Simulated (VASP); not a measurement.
# Be (Fd-3m) in VASP: a series of runs, part 2 of 2

VASP 6.6.1. Earlier steps stand in the parts before.

### 5 Relaxation of cell and atoms, r2SCAN

This run uses another cell than the first one, of 10.95 Å³/atom, 0.676 times its volume.

File POSCAR:

```
Be
1.0
    0.0000000000      2.2207471934      2.2207471934
    2.2207471934      0.0000000000      2.2207471934
    2.2207471934      2.2207471934      0.0000000000
Be
2
Direct
    0.1250000000      0.1250000000      0.1250000000
    0.8750000000      0.8750000000      0.8750000000
```

File INCAR.step1:

```
SYSTEM = Be
PREC = Accurate
ENCUT = 600
ISMEAR = -1
SIGMA = 0.1
LREAL = .False.
LASPH = .True.
NELM = 80
GGA = PE
ALGO = Normal
EDIFF = 1E-4
LWAVE = .True.
LCHARG = .False.
```

File INCAR.step2:

```
SYSTEM = Be
PREC = Accurate
ENCUT = 600
EDIFF = 1E-6
ISMEAR = -1
SIGMA = 0.1
LREAL = .False.
LASPH = .True.
NELM = 80
ALGO = Normal
ISIF = 3
LWAVE = .False.
LCHARG = .False.
METAGGA = R2SCAN
LMIXTAU = .True.
IBRION = 2
NSW = 80
EDIFFG = -0.01
ISTART = 1
```

File KPOINTS:

```
regular mesh
0
Gamma
  12 12 12
  0 0 0
```

Launch:

```console
$ cat potpaw_PBE.64/Be/POTCAR > POTCAR
$ cp INCAR.step1 INCAR
$ mpirun -np 1 vasp_std > vasp.out
$ cp INCAR.step2 INCAR
$ mpirun -np 1 vasp_std > vasp.out
```

It took 2.7 min on 1 thread of Intel Xeon 6975P-C (Granite Rapids), shared host; peak memory 0.16 GiB.

The run converged. Its results:

```
Free energy                            : -5.2663 eV
Relaxed volume                         : 14.98 Å³/atom
Relaxed cell                           : a = 3.486 Å, b = 3.486 Å, c = 3.486 Å, α = 60.00°, β = 60.00°, γ = 60.00°
Space group after relaxing (to 0.05 Å) : Fd-3m (No. 227)
Energy gained by relaxing              : 227.5 meV/atom
Ionic steps                            : 4
Pressure after relaxing                : 0.1 GPa
Band gap on the k mesh                 : zero (band 2 reaches 6.90 eV, above the bottom of band 3 at 0.33 eV)
```

Step by step:
```
step  energy change (eV)  largest force (eV/Å)  pressure (GPa)  volume (Å³)
   1              0.0000                0.0000           22.58        21.90
   2             -0.4136                0.0000            5.02        27.17
   3             -0.4531                0.0000            0.95        29.38
   4             -0.4550                0.0000            0.07        29.97
```

Final structure:
```
CELL_PARAMETERS angstrom
0.00000 2.46530 2.46530
2.46530 0.00000 2.46530
2.46530 2.46530 0.00000
ATOMIC_POSITIONS crystal
Be 0.12500 0.12500 0.12500
Be 0.87500 0.87500 0.87500
```

Levels at points of the mesh, in eV from the Fermi level:
```
           k point  band 1  band 2  band 3  band 4  band 5
(0.00, 0.00, 0.00)   -7.82    5.15    5.15    5.15    7.69
(0.50, 0.00, 0.00)   -4.02   -3.68    3.28    3.28    8.88
(0.50, 0.50, 0.00)   -2.60   -2.60    0.81    0.81    6.54
```

Caveat: the volume moved by over 15 % at a fixed basis, so the end points are rough; the PAW data sets were made with another functional, which shifts forces and pressure a little.

### 6 Single point, r2SCAN, non-collinear spin, zero start, spin-orbit coupling

This run uses another cell than the first one, of 15.00 Å³/atom, 0.926 times its volume.

File POSCAR:

```
Be
1.0
    0.0000000000      2.4659906896      2.4659906896
    2.4659906896      0.0000000000      2.4659906896
    2.4659906896      2.4659906896      0.0000000000
Be
2
Direct
    0.1250000000      0.1250000000      0.1250000000
    0.8750000000      0.8750000000      0.8750000000
```

File INCAR.step1:

```
ALGO = Normal ; EDIFF = 1E-4
ENCUT = 520 ; GGA = PE
GGA_COMPAT = F ; ISMEAR = -1
LASPH = T ; LCHARG = F
LNONCOLLINEAR = T ; LREAL = F
LSORBIT = T ; LWAVE = T
MAGMOM = 0 0 0 0 0 0 ; NBANDS = 16
NELM = 150 ; PREC = Accurate
SIGMA = 0.1
```

File INCAR.step2:

```
ALGO = Normal ; EDIFF = 1E-6
ENCUT = 520 ; GGA_COMPAT = F
ISIF = 2 ; ISMEAR = -1
ISTART = 1 ; LASPH = T
LCHARG = F ; LMIXTAU = T
LNONCOLLINEAR = T ; LORBIT = 11
LORBMOM = T ; LREAL = F
LSORBIT = T ; LWAVE = F
MAGMOM = 0 0 0 0 0 0 ; METAGGA = R2SCAN
NBANDS = 16 ; NELM = 150
PREC = Accurate ; SIGMA = 0.1
```

File KPOINTS:

```
k-points
0
Gamma
  11 11 11
```

Potentials or basis: VASP PAW PBE potentials, release 64 (Be).

Launch:

```console
$ cat potpaw_PBE.64/Be/POTCAR > POTCAR
$ cp INCAR.step1 INCAR
$ mpirun -np 1 vasp_ncl > vasp.out
$ cp INCAR.step2 INCAR
$ mpirun -np 1 vasp_ncl > vasp.out
```

OUTCAR:

```text
EDIFF = 1E-6
   ENCUT = 520
   ISIF = 2
   ISMEAR = -1
   ISTART = 1
   LASPH = T
   LNONCOLLINEAR = T
   LORBIT = 11
   LREAL = F
   LSORBIT = T
   METAGGA = R2SCAN
   NELM = 150
   PREC = Accurate

 ion  position               nearest neighbor table
   1  0.125  0.125  0.125-   2 2.14   2 2.14   2 2.14   2 2.14
   2  0.875  0.875  0.875-   1 2.14   1 2.14   1 2.14   1 2.14

  LATTYP: Found a face centered cubic cell.
 ALAT       =     4.9319813792

  Lattice vectors:

[... 752 lines left out ...]
     0.0000000     0.0000000     0.0000000     0.0000000     0.0000000
     0.0000000     0.0000000     0.0000000     0.0000000     0.0000000
     0.0000000     0.0000000     0.0000000     0.0000000     0.0000000
 l=   3
     0.0000000     0.0000000     0.0000000     0.0000000     0.0000000     0.0000000     0.0000000
     0.0000000     0.0000000     0.0000000     0.0000000     0.0000000     0.0000000     0.0000000
     0.0000000     0.0000000     0.0000000     0.0000000     0.0000000     0.0000000     0.0000000
     0.0000000     0.0000000     0.0000000     0.0000000     0.0000000     0.0000000     0.0000000
     0.0000000     0.0000000     0.0000000     0.0000000     0.0000000     0.0000000     0.0000000
     0.0000000     0.0000000     0.0000000     0.0000000     0.0000000     0.0000000     0.0000000
     0.0000000     0.0000000     0.0000000     0.0000000     0.0000000     0.0000000     0.0000000

 total charge

# of ion       s       p       d       tot
------------------------------------------
    1        0.515   0.419   0.000   0.933
    2        0.515   0.419   0.000   0.933
--------------------------------------------------
tot          1.030   0.837   0.000   1.867

 magnetization (x)

# of ion       s       p       d       tot
------------------------------------------
    1       -0.000   0.000   0.000  -0.000
    2       -0.000   0.000   0.000  -0.000
--------------------------------------------------
tot         -0.000   0.000   0.000  -0.000

 magnetization (y)

# of ion       s       p       d       tot
------------------------------------------
    1        0.000   0.000   0.000   0.000
    2        0.000   0.000   0.000   0.000
--------------------------------------------------
tot          0.000   0.000   0.000   0.000

 magnetization (z)

# of ion       s       p       d       tot
------------------------------------------
    1       -0.000   0.000   0.000  -0.000
    2       -0.000   0.000   0.000  -0.000
--------------------------------------------------
tot         -0.000   0.000   0.000  -0.000
```

OUTCAR.step1:

```text
EDIFF = 1E-4
   ENCUT = 520
   GGA = PE
   ISMEAR = -1
   LASPH = T
   LNONCOLLINEAR = T
   LREAL = F
   LSORBIT = T
[... 741 lines left out ...]
     0.0000000     0.0000000     0.0000000     0.0000000     0.0000000     0.0000000     0.0000000
     0.0000000     0.0000000     0.0000000     0.0000000     0.0000000     0.0000000     0.0000000
     0.0000000     0.0000000     0.0000000     0.0000000     0.0000000     0.0000000     0.0000000
     0.0000000     0.0000000     0.0000000     0.0000000     0.0000000     0.0000000     0.0000000
     0.0000000     0.0000000     0.0000000     0.0000000     0.0000000     0.0000000     0.0000000

=======================================================================

 ========================================================
```

Run time: 5.5 min. Hardware: 1 thread of Intel Xeon 6975P-C (Granite Rapids), shared host; peak memory 0.29 GiB.

Results:

```
Free energy                                           : -5.2717 eV
Pressure                                              : -0.1 GPa
Net moment                                            : 0.00 μB per cell
Valence electrons inside the program's atomic spheres : Be 0.93
```

Moments on the atoms (μB; x, y, z):
```
Be  0.00 0.00 0.00
Be  0.00 0.00 0.00
```

Caveat: the PAW data sets were made with another functional, which shifts forces and pressure a little.

### 7 Summary

| task | spin | cell | k mesh | cutoff (eV) | gap on the mesh (eV) | pressure (GPa) |
| --- | --- | --- | --- | --- | --- | --- |
| single point | off | a = 3.578 Å, angles 60.0°, 2 atoms | 12 × 12 × 12 | 520 | none | -2.9 |
| single point | off | a = 3.622 Å, angles 60.0°, 2 atoms | 12 × 12 × 12 | 520 | none | -4.0 |
| single point | off | a = 3.487 Å, angles 60.0°, 2 atoms | 18 × 18 × 18 | 520 | none | 0.0 |
| relaxation of cell and atoms | off | relaxed from a = 3.141 Å, angles 60.0°, 2 atoms | 12 × 12 × 12 | 600 | none | 0.1 |
| single point | non-collinear, zero start, SOC | a = 3.487 Å, angles 60.0°, 2 atoms | 11 × 11 × 11 | 520 | - | -0.1 |

Alike in all rows: level r2SCAN; potentials or basis VASP PAW PBE potentials, release 64 (Be); smearing fermi-dirac 0.1 eV.

Caveats: the PAW data sets were made with another functional, which shifts forces and pressure a little; the volume moved by over 15 % at a fixed basis, so the end points are rough (some runs).

Total energies depend on the potentials used, so only differences within one code and one set of settings carry meaning.
